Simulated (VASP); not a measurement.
# ZnS (P6_3/mmc) in VASP: a series of runs

The runs below take ZnS through single point, with PBE, PBEsol, HSE06.

Program: VASP 6.6.1. These are calculated values, not measurements. Logs are shortened: lines on timing, memory, paths and dates and some standing lists are left out, and cuts for length are marked.

## (1) The cell of the first run

Symmetry: P6_3/mmc, No. 194, hexagonal system. The conventional cell has a = 3.590 Å, b = 3.590 Å, c = 5.880 Å, α = 90.00°, β = 90.00°, γ = 120.00°. Within 3.4 Å of Zn (site symmetry -3m) lie 6 S at 2.54 Å and 2 Zn at 2.94 Å. Within 3.4 Å of S (site symmetry -6m2) lie 6 Zn at 2.54 Å.

## (2) Single point, PBE

The input, INCAR:

```
PREC = Accurate ; ENCUT = 520
EDIFF = 1E-6 ; ISMEAR = 1
SIGMA = 0.001 ; LREAL = False
LASPH = True ; NELM = 80
ALGO = Normal ; ISIF = 2
LWAVE = False ; LCHARG = True
GGA = PE ; LELF = True
LVHAR = True ; NBANDS = 26
```

The input, KPOINTS:

```
regular mesh
0
Gamma
  6 6 4
```

The input, POSCAR:

```
ZnS
1.0
    3.5895904813      0.0000000000      0.0000000000
   -1.7947952406      3.1086765460      0.0000000000
    0.0000000000      0.0000000000      5.8799973210
Zn S
2 2
Direct
    0.0000000000      0.0000000000      0.0000000000
    0.0000000000      0.0000000000      0.5000000000
    0.3333333333      0.6666666667      0.2500000000
    0.6666666667      0.3333333333      0.7500000000
```

Potentials or basis: VASP PAW PBE potentials, release 64 (Zn, S).

Started as:

```
> cat potpaw_PBE.64/Zn/POTCAR potpaw_PBE.64/S/POTCAR > POTCAR
> mpirun -np 1 vasp_std > vasp.out
```

OUTCAR:

```text
PREC = Accurate
   ENCUT = 520
   EDIFF = 1E-6
   ISMEAR = 1
   LREAL = False
   LASPH = True
   NELM = 80
   ISIF = 2
   GGA = PE

 ion  position               nearest neighbor table
   1  0.000  0.000  0.000-   3 2.54   4 2.54   3 2.54   4 2.54   4 2.54   3 2.54   2 2.94   2 2.94

   2  0.000  0.000  0.500-   3 2.54   4 2.54   3 2.54   4 2.54   4 2.54   3 2.54   1 2.94   1 2.94

   3  0.333  0.667  0.250-   1 2.54   2 2.54   1 2.54   2 2.54   1 2.54   2 2.54
   4  0.667  0.333  0.750-   1 2.54   2 2.54   1 2.54   2 2.54   1 2.54   2 2.54

  LATTYP: Found a hexagonal cell.
 ALAT       =     3.5895904813
 C/A-ratio  =     1.6380691200

  Lattice vectors:

 A1 = (   3.5895904813,   0.0000000000,   0.0000000000)
 A2 = (  -1.7947952406,   3.1086765460,   0.0000000000)
 A3 = (   0.0000000000,   0.0000000000,   5.8799973210)

Analysis of symmetry for initial positions (statically):
=====================================================================
 Subroutine PRICEL returns:
 Original cell was already a primitive cell.

 Routine SETGRP: Setting up the symmetry group for a
 hexagonal supercell.

 Subroutine GETGRP returns: Found 24 space group operations
 (whereof 12 operations were pure point group operations)
 out of a pool of 24 trial point group operations.

The static configuration has the point symmetry D_3d.
 The point group associated with its full space group is D_6h.

Analysis of symmetry for dynamics (positions and initial velocities):
=====================================================================
 Subroutine PRICEL returns:
 Original cell was already a primitive cell.

 Routine SETGRP: Setting up the symmetry group for a
 hexagonal supercell.

 Subroutine GETGRP returns: Found 24 space group operations
 (whereof 12 operations were pure point group operations)
 out of a pool of 24 trial point group operations.

The dynamic configuration has the point symmetry D_3d.
 The point group associated with its full space group is D_6h.

 Subroutine INISYM returns: Found 24 space group operations
 (whereof 12 operations are pure point group operations),
 and found     1 'primitive' translations

----------------------------------------------------------------------------------------

                                     Primitive cell

  volume of cell :      65.6142

  direct lattice vectors                    reciprocal lattice vectors
     3.589590481  0.000000000  0.000000000     0.278583311  0.160840149  0.000000000
    -1.794795241  3.108676546  0.000000000     0.000000000  0.321680299  0.000000000
     0.000000000  0.000000000  5.879997321     0.000000000  0.000000000  0.170068105

  length of vectors
     3.589590481  3.589590481  5.879997321     0.321680299  0.321680299  0.170068105

  position of ions in fractional coordinates (direct lattice)
     0.000000000  0.000000000  0.000000000
     0.000000000  0.000000000  0.500000000
     0.333333333  0.666666667  0.250000000
     0.666666667  0.333333333  0.750000000

  ion indices of the primitive-cell ions
   primitive index   ion index
                 1           1
                 2           2
                 3           3
                 4           4

----------------------------------------------------------------------------------------

 KPOINTS: regular mesh

Automatic generation of k-mesh.
 Grid dimensions read from file:
 generate k-points for:    6    6    4

 Generating k-lattice:

  Cartesian coordinates                     Fractional coordinates (reciprocal lattice)
     0.046430552  0.026806692  0.000000000     0.166666667  0.000000000  0.000000000
     0.000000000  0.053613383  0.000000000     0.000000000  0.166666667  0.000000000
     0.000000000  0.000000000  0.042517026     0.000000000  0.000000000  0.250000000

  Length of vectors
     0.053613383  0.053613383  0.042517026

  Shift w.r.t. Gamma in fractional coordinates (k-lattice)
     0.000000000  0.000000000  0.000000000

 Subroutine IBZKPT returns following result:
 ===========================================

 Found     21 irreducible k-points:

 Following reciprocal coordinates:
            Coordinates               Weight
  0.000000  0.000000  0.000000      1.000000
  0.166667  0.000000  0.000000      6.000000
  0.333333  0.000000  0.000000      6.000000
  0.500000  0.000000  0.000000      3.000000
  0.166667  0.166667  0.000000      6.000000
  0.333333  0.166667  0.000000     12.000000
[... 13 lines left out ...]
  0.333333  0.166667  0.500000     12.000000
  0.333333  0.333333  0.500000      2.000000
   k-points           NKPTS =     21   k-points in BZ     NKDIM =     21   number of bands    NBANDS=     26
   number of dos      NEDOS =    301   number of ions     NIONS =      4
   total plane-waves  NPLWV =  37632
   dimension x,y,z NGX =    28 NGY =   28 NGZ =   48
   dimension x,y,z NGXF=    56 NGYF=   56 NGZF=   96
   ions per type =               2   2
   NGX,Y,Z   is equivalent  to a cutoff of  12.97, 12.97, 13.57 a.u.
   NGXF,Y,Z  is equivalent  to a cutoff of  25.94, 25.94, 27.14 a.u.
 SYSTEM =  unknown system
   PREC   = accura    normal or accurate (medium, high low for compatibility)
   ISTART =      0    job   : 0-new  1-cont  2-samecut
   ICHARG =      2    charge: 1-file 2-atom 10-const
   ISPIN  =      1    spin polarized calculation?
   LNONCOLLINEAR =      F non collinear calculations
   LSORBIT =      F    spin-orbit coupling
   LASPH  =      T    aspherical Exc in radial PAW
   ENCUT  =  520.0 eV  38.22 Ry    6.18 a.u.   6.67  6.67 10.93*2*pi/ulx,y,z
   NELM   =     80;   NELMIN=  2; NELMDL= -5     # of ELM steps
   EDIFF  = 0.1E-05   stopping-criterion for ELM
   LREAL  =      F    real-space projection
   EDIFFG = 0.1E-04   stopping-criterion for IOM
   NSW    =      0    number of steps for IOM
   IBRION =     -1    ionic relax: 0-MD 1-quasi-New 2-CG
   NFREE  =      0    steps in history (QN), initial steepest desc. (CG)
   ISIF   =      2    stress and relaxation
   ISYM   =      2    0-nonsym 1-usesym 2-fastsym
   POTIM  = 0.5000    time-step for ionic-motion
   TEBEG  =    0.0;   TEEND  =   0.0 temperature during run
   PSTRESS=    0.0 pullay stress
   NELECT =      36.0000    total number of electrons
   NUPDOWN=      -1.0000    fix difference up-down
   EMIN   =  10.00;   EMAX   =-10.00  energy-range for DOS
   EFERMI =   0.00;   METHOD = LEGACY
   ISMEAR =     1;   SIGMA  =   0.00  broadening in eV -4-tet -1-fermi 0-gaus
   EFERMI_NEDOS =   21; number of points for ismear=-14 and -15
   IALGO  =     38    algorithm
   IMIX   =      4    mixing-type and parameters
     AMIX     =   0.40;   BMIX     =  1.00
     AMIX_MAG =   1.60;   BMIX_MAG =  1.00
  volume/ion in A,a.u.               =      16.40       110.70
  Fermi-wavevector in a.u.,A,eV,Ry     =   1.340221  2.532651 24.438687  1.796193
  Thomas-Fermi vector in A             =   2.468551
   LORBIT       =      0    0 simple, 1 ext, 2 COOP (PROOUT), +10 PAW based schemes
   GGA     = PE    functional components
   LHFCALC =     F    Hartree Fock is set to
   AEXX    =    0.0000 exact exchange contribution
   IVDW    =     0    specifies the selected vdW correction
   LEPSILON=     F    determine dielectric tensor
   LRPA    =     F    only Hartree local field effects (RPA)
 non-spin polarized calculation
 Methfessel and Paxton  Order N= 1 SIGMA  =   0.00
  energy-cutoff  :      520.00
  volume of cell :       65.61
 maximum number of plane-waves:      1786
 NGX is ok and might be reduce to    28
   NGX = 13   NGY = 13   NGZ = 21

 number of electron      36.0000027 magnetization

 Free energy of the ion-electron system (eV)
  ---------------------------------------------------
  ext. energy  EPLUGINS =         0.00000000
  ---------------------------------------------------
  free energy    TOTEN  =       -12.32594640 eV

  energy without entropy =      -12.32594640  energy(sigma->0) =      -12.32594640

 E-fermi :   3.9857     XC(G=0): -10.8241

 val. band max:        3.9600355083   @ k =   0.1667   0.0000   0.0000
 cond. band min:       4.3262670285   @ k =   0.3333   0.3333   0.0000
 fundamental gap:      0.3662315201
 Fermi energy:         3.9856937768

 k-point     1 :       0.0000    0.0000    0.0000
  band No.  band energies     occupation
      1      -9.9475      2.00000
      2      -8.2661      2.00000
      3      -3.2355      2.00000
      4      -2.7601      2.00000
      5      -2.7601      2.00000
      6      -2.6706      2.00000
[... 18 lines left out ...]
     25      12.8216      0.00000
     26      12.8216      0.00000

 k-point     2 :       0.1667    0.0000    0.0000
  band No.  band energies     occupation
      1      -9.6594      2.00000
      2      -8.1656      2.00000
      3      -2.9553      2.00000
      4      -2.7474      2.00000
      5      -2.6823      2.00000
      6      -2.6448      2.00000
[... 18 lines left out ...]
     25      11.9597      0.00000
     26      12.8281      0.00000

 k-point     3 :       0.3333    0.0000    0.0000
  band No.  band energies     occupation
      1      -8.9143      2.00000
      2      -7.9980      2.00000
      3      -2.8948      2.00000
      4      -2.7628      2.00000
      5      -2.6945      2.00000
      6      -2.5753      2.00000
[... 18 lines left out ...]
     25      12.6566      0.00000
     26      14.0546      0.00000

 k-point     4 :       0.5000    0.0000    0.0000
  band No.  band energies     occupation
      1      -8.2432      2.00000
      2      -8.1027      2.00000
      3      -3.3469      2.00000
      4      -2.7853      2.00000
      5      -2.7467      2.00000
      6      -2.5989      2.00000
[... 18 lines left out ...]
     25      12.9576      0.00000
     26      15.9707      0.00000
[... 409 lines left out ...]
      1      -8.6363      2.00000
      2      -8.6363      2.00000
      3      -2.7630      2.00000
      4      -2.7630      2.00000
      5      -2.5819      2.00000
      6      -2.5819      2.00000
[... 18 lines left out ...]
     25      12.9238      0.00000
     26      12.9238      0.00000

 k-point    20 :       0.3333    0.1667    0.5000
  band No.  band energies     occupation
      1      -8.1675      2.00000
      2      -8.1675      2.00000
      3      -2.7445      2.00000
      4      -2.7445      2.00000
      5      -2.6178      2.00000
      6      -2.6178      2.00000
[... 18 lines left out ...]
     25      14.0064      0.00000
     26      14.0064      0.00000

 k-point    21 :       0.3333    0.3333    0.5000
  band No.  band energies     occupation
      1      -8.0007      2.00000
      2      -8.0007      2.00000
      3      -2.7328      2.00000
      4      -2.7328      2.00000
      5      -2.5066      2.00000
      6      -2.5066      2.00000
[... 18 lines left out ...]
     25      13.7195      0.00000
     26      13.7195      0.00000

------------------------ aborting loop because EDIFF is reached ----------------------------------------

  FORCE on cell =-STRESS in cart. coord.  units (eV):
  Direction    XX          YY          ZZ          XY          YZ          ZX
  --------------------------------------------------------------------------------------
  -------------------------------------------------------------------------------------
  Total        1.0762433      1.0762433      0.9186339      0.0000000      0.0000000      0.0000000
  in kB       26.2798848     26.2798848     22.4313529      0.0000000      0.0000000      0.0000000
  external PRESSURE =      24.9970409 kB  Pullay stress =       0.0000000 kB

 VOLUME and BASIS-vectors are now :
 -----------------------------------------------------------------------------
  energy-cutoff  :      520.00
  volume of cell :       65.61
      direct lattice vectors                 reciprocal lattice vectors
     3.589590481  0.000000000  0.000000000     0.278583311  0.160840149  0.000000000
    -1.794795241  3.108676546  0.000000000     0.000000000  0.321680299  0.000000000
     0.000000000  0.000000000  5.879997321     0.000000000  0.000000000  0.170068105

 POSITION                                       TOTAL-FORCE (eV/Angst)
 -----------------------------------------------------------------------------------
      0.00000      0.00000      0.00000        -0.000000      0.000000      0.000000
      0.00000      0.00000      2.94000        -0.000000      0.000000      0.000000
     -0.00000      2.07245      1.47000         0.000000     -0.000000     -0.000000
      1.79480      1.03623      4.41000        -0.000000      0.000000      0.000000
 -----------------------------------------------------------------------------------
    total drift:                               -0.000000      0.000000      0.000000

  FREE ENERGIE OF THE ION-ELECTRON SYSTEM (eV)
  ---------------------------------------------------
  free  energy   TOTEN  =       -12.3259463984 eV

  energy  without entropy=      -12.3259463984  energy(sigma->0) =      -12.32594640
```

It took 28 s on 1 thread of AMD EPYC 7R43 (Zen 3), shared host; peak memory 0.16 GiB.

Results:

| Item | Value |
| --- | --- |
| Free energy | -12.3259 eV |
| Pressure | 2.5 GPa |
| Band gap on the k mesh | 0.37 eV, indirect (least direct gap 1.68 eV) |

Stress tensor (GPa, compression positive):
```
2.63 0.00 0.00
0.00 2.63 0.00
0.00 0.00 2.24
```

Levels at points of the mesh, in eV from the valence-band top:
| k point | band 15 | band 16 | band 17 | band 18 | band 19 | band 20 | band 21 | band 22 |
| --- | --- | --- | --- | --- | --- | --- | --- | --- |
| (0.00, 0.00, 0.00) | -0.71 | -0.61 | -0.11 | -0.11 | 1.57 | 3.66 | 6.64 | 6.64 |
| (0.50, 0.00, 0.00) | -3.78 | -2.55 | -2.05 | -0.11 | 2.55 | 3.45 | 4.06 | 5.59 |
| (0.00, 0.00, 0.50) | -0.36 | -0.36 | -0.36 | -0.36 | 3.69 | 3.69 | 6.82 | 6.82 |
| (0.50, 0.00, 0.50) | -1.55 | -1.55 | -1.50 | -1.50 | 2.08 | 2.08 | 5.51 | 5.51 |

A k mesh can miss the band edges.

## (3) Single point, PBEsol

The input, INCAR:

```
ALGO = Normal ; EDIFF = 1E-6
ENCUT = 520 ; GGA = PS
ISIF = 2 ; ISMEAR = 0
LASPH = T ; LCHARG = F
LREAL = F ; LWAVE = F
NBANDS = 26 ; NELM = 60
PREC = Accurate ; SIGMA = 0.01
```

The input, KPOINTS:

```
k-points
0
Gamma
  6 6 4
```

POSCAR is that of step 2.

Potentials or basis: VASP PAW PBE potentials, release 64 (Zn, S).

Started as:

```
> cat potpaw_PBE.64/Zn/POTCAR potpaw_PBE.64/S/POTCAR > POTCAR
> mpirun -np 1 vasp_std > vasp.out
```

It took 26 s on 1 thread of AMD EPYC 7R43 (Zen 3), shared host; peak memory 0.16 GiB.

The run converged. Its results:

```yaml
Free_energy: -13.9817 eV
Pressure: -2.0 GPa
Band_gap_on_the_k_mesh: 0.26 eV, indirect (least direct gap 1.58 eV)
```

Stress tensor (GPa, compression positive):
```
-1.76  0.00  0.00
 0.00 -1.76  0.00
 0.00  0.00 -2.46
```

Levels at points of the mesh, in eV from the valence-band top:
| k point | band 15 | band 16 | band 17 | band 18 | band 19 | band 20 | band 21 | band 22 |
| --- | --- | --- | --- | --- | --- | --- | --- | --- |
| (0.00, 0.00, 0.00) | -0.72 | -0.62 | -0.11 | -0.11 | 1.47 | 3.52 | 6.54 | 6.54 |
| (0.50, 0.00, 0.00) | -3.84 | -2.59 | -2.11 | -0.11 | 2.50 | 3.33 | 3.92 | 5.48 |
| (0.00, 0.00, 0.50) | -0.37 | -0.37 | -0.37 | -0.37 | 3.59 | 3.59 | 6.73 | 6.73 |
| (0.50, 0.00, 0.50) | -1.57 | -1.57 | -1.52 | -1.52 | 1.98 | 1.98 | 5.39 | 5.39 |

Caveat: the PAW data sets were made with another functional, which shifts forces and pressure a little. A k mesh can miss the band edges.

(Continued in part 2 of 2.)
